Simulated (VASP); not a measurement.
Runs of VASP 6.6.1 on MgB2. The structure is that of space group P6/mmm (No. 191), or close to it. The cells are those of the table. 

```csv
cell,gap on the mesh (eV),pressure (GPa)
"a = 3.064, b = 3.064, c = 3.499 Å, angles 90.0, 90.0, 120.0°, 3 atoms",none,0.0
"a = 3.095, b = 3.095, c = 3.535 Å, angles 90.0, 90.0, 120.0°, 3 atoms",none,(b)
"a = 3.126, b = 3.126, c = 3.569 Å, angles 90.0, 90.0, 120.0°, 3 atoms",none,-8.4
"a = 3.155, b = 3.155, c = 3.603 Å, angles 90.0, 90.0, 120.0°, 3 atoms",none,(a)
"a = 3.033, b = 3.033, c = 3.463 Å, angles 90.0, 90.0, 120.0°, 3 atoms",none,5.2
```

Alike in all rows: task single point; level PBEsol; potentials or basis VASP PAW PBE potentials, release 64 (Mg, B); no spin polarisation; k mesh 10 × 10 × 8; cutoff (eV) 520; smearing fermi-dirac 0.1 eV.

Task: Fill in the values left out.

Result: (a) -11.7; (b) -4.5.

Caveats: the PAW data sets were made with another functional, which shifts forces and pressure a little.

A gap of «none» marks levels without a gap at the run's occupations.
